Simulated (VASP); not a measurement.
# BaS (Fm-3m) in VASP: a series of runs, part 2 of 2

VASP 6.6.1. Earlier steps stand in the parts before.

**4. Single point, PBE (31.76 Å³/atom)**

This run uses another cell than the first one, of 31.76 Å³/atom.

INCAR reads:

```
SYSTEM = BaS
  PREC = Accurate
  ENCUT = 520
  EDIFF = 1E-7
  ISMEAR = -1
  SIGMA = 0.02
  LREAL = .FALSE.
  LASPH = .TRUE.
  NELM = 60
  ALGO = Normal
  ISIF = 2
  LWAVE = .FALSE.
  LCHARG = .FALSE.
  GGA = PE
  NBANDS = 15
```

KPOINTS reads:

```
Automatic mesh
0
G
  8 8 8
  0 0 0
```

POSCAR reads:

```
BaS
1.0
    0.0000000000      3.1669104958      3.1669104958
    3.1669104958      0.0000000000      3.1669104958
    3.1669104958      3.1669104958      0.0000000000
Ba S
1 1
Direct
    0.0000000000      0.0000000000      0.0000000000
    0.5000000000      0.5000000000      0.5000000000
```

Potentials or basis: VASP PAW PBE potentials, release 64 (Ba_sv, S).

Started as:

```
cat potpaw_PBE.64/Ba_sv/POTCAR potpaw_PBE.64/S/POTCAR > POTCAR
mpirun -np 1 vasp_std > vasp.out
```

OUTCAR:

```text
SYSTEM = BaS
   PREC = Accurate
   ENCUT = 520
   EDIFF = 1E-7
   ISMEAR = -1
   LREAL = .FALSE.
   LASPH = .TRUE.
   NELM = 60
   ISIF = 2
   GGA = PE

 ion  position               nearest neighbor table
   1  0.000  0.000  0.000-   2 3.17   2 3.17   2 3.17   2 3.17   2 3.17   2 3.17
   2  0.500  0.500  0.500-   1 3.17   1 3.17   1 3.17   1 3.17   1 3.17   1 3.17

  LATTYP: Found a face centered cubic cell.
 ALAT       =     6.3338209916

  Lattice vectors:

[... 617 lines left out ...]
 [... further k-points ...]

------------------------ aborting loop because EDIFF is reached ----------------------------------------

  FORCE on cell =-STRESS in cart. coord.  units (eV):
  Direction    XX          YY          ZZ          XY          YZ          ZX
  --------------------------------------------------------------------------------------
  -------------------------------------------------------------------------------------
  Total        1.0713433      1.0713433      1.0713433      0.0000000     -0.0000000      0.0000000
  in kB       27.0210288     27.0210288     27.0210288      0.0000000     -0.0000000      0.0000000
  external PRESSURE =      27.0210288 kB  Pullay stress =       0.0000000 kB

 VOLUME and BASIS-vectors are now :
 -----------------------------------------------------------------------------
  energy-cutoff  :      520.00
  volume of cell :       63.52
      direct lattice vectors                 reciprocal lattice vectors
     0.000000000  3.166910496  3.166910496    -0.157882580  0.157882580  0.157882580
     3.166910496  0.000000000  3.166910496     0.157882580 -0.157882580  0.157882580
     3.166910496  3.166910496  0.000000000     0.157882580  0.157882580 -0.157882580

 POSITION                                       TOTAL-FORCE (eV/Angst)
 -----------------------------------------------------------------------------------
      0.00000      0.00000      0.00000        -0.000000      0.000000     -0.000000
      3.16691      3.16691      3.16691         0.000000     -0.000000      0.000000
 -----------------------------------------------------------------------------------
    total drift:                                0.000000      0.000000      0.000000

  FREE ENERGIE OF THE ION-ELECTRON SYSTEM (eV)
  ---------------------------------------------------
  free  energy   TOTEN  =       -10.1636780035 eV

  energy  without entropy=      -10.1636780035  energy(sigma->0) =      -10.16367800
```

stdout:

```text
POSCAR found type information on POSCAR BaS
 POSCAR found :  2 types and       2 ions
 scaLAPACK will be used
 LDA part: xc-table for (Slater+PW92), standard interpolation
 POSCAR, INCAR and KPOINTS ok, starting setup
 FFT: planning ... GRIDC
 FFT: planning ... GRID_SOFT
 FFT: planning ... GRID
 WAVECAR not read
 entering main loop
```

Run time: 22 s. Hardware: 1 thread of Intel Xeon Platinum 8259CL at 2.50GHz (Skylake/Cascade Lake), shared host; peak memory 0.21 GiB.

Results:

| Property | Result |
| --- | --- |
| Free energy | -10.1637 eV |
| Pressure | 2.7 GPa |
| Band gap on the k mesh | 2.06 eV (least direct gap 2.18 eV) |

Caveat: spin-orbit coupling is left out, which moves the levels of the heavy elements. A k mesh can miss the band edges.

**5. Single point, PBE (31.92 Å³/atom)**

This run uses another cell than the first one, of 31.92 Å³/atom.

INCAR reads:

```
SYSTEM = BaS
PREC = Accurate ; ENCUT = 520
EDIFF = 1E-6 ; ISMEAR = -1
SIGMA = 0.02 ; LREAL = .FALSE.
LASPH = .TRUE. ; NELM = 60
ALGO = Normal ; ISIF = 2
LWAVE = .FALSE. ; LCHARG = .FALSE.
GGA = PE ; NBANDS = 15
```

KPOINTS reads:

```
regular mesh
0
G
  8 8 8
  0 0 0
```

POSCAR reads:

```
BaS
1.0
    0.0000000000      3.1723147904      3.1723147904
    3.1723147904      0.0000000000      3.1723147904
    3.1723147904      3.1723147904      0.0000000000
Ba S
1 1
Direct
    0.0000000000      0.0000000000      0.0000000000
    0.5000000000      0.5000000000      0.5000000000
```

Started as:

```
cat potpaw_PBE.64/Ba_sv/POTCAR potpaw_PBE.64/S/POTCAR > POTCAR
mpirun -np 1 vasp_std > vasp.out
```

Wall time 22 s (1 thread of Intel Xeon Platinum 8259CL at 2.50GHz (Skylake/Cascade Lake), shared host); peak memory 0.21 GiB.

The run converged. Its results:

```
Free energy            : -10.1689 eV
Pressure               : 2.4 GPa
Band gap on the k mesh : 2.07 eV (least direct gap 2.20 eV)
```

Levels at points of the mesh, in eV from the valence-band top:
| k point | band 5 | band 6 | band 7 | band 8 | band 9 | band 10 | band 11 | band 12 |
| --- | --- | --- | --- | --- | --- | --- | --- | --- |
| (0.00, 0.00, 0.00) | -10.39 | 0.00 | 0.00 | 0.00 | 3.70 | 3.87 | 3.87 | 3.87 |
| (0.50, 0.00, 0.00) | -9.06 | -1.98 | -1.13 | -1.13 | 5.61 | 5.75 | 6.38 | 6.38 |
| (0.50, 0.50, 0.00) | -10.30 | -0.50 | -0.13 | -0.13 | 2.07 | 5.99 | 6.15 | 7.60 |

Caveat: spin-orbit coupling is left out, which moves the levels of the heavy elements.

**6. Overview**

```tsv
cell	gap on the mesh (eV)	pressure (GPa)
a = 4.440 Å, angles 60.0°, 2 atoms	2.01	4.2
a = 4.424 Å, angles 60.0°, 2 atoms	1.99	4.8
a = 4.479 Å, angles 60.0°, 2 atoms	2.06	2.7
a = 4.486 Å, angles 60.0°, 2 atoms	2.07	2.4
```

Alike in all rows: task single point; level PBE; potentials or basis VASP PAW PBE potentials, release 64 (Ba_sv, S); no spin polarisation; k mesh 8 × 8 × 8; cutoff (eV) 520; smearing fermi-dirac 0.02 eV.

Caveats: spin-orbit coupling is left out, which moves the levels of the heavy elements; the cell stands under pressure (at least some runs).

Total energies depend on the potentials used, so only differences within one code and one set of settings carry meaning.
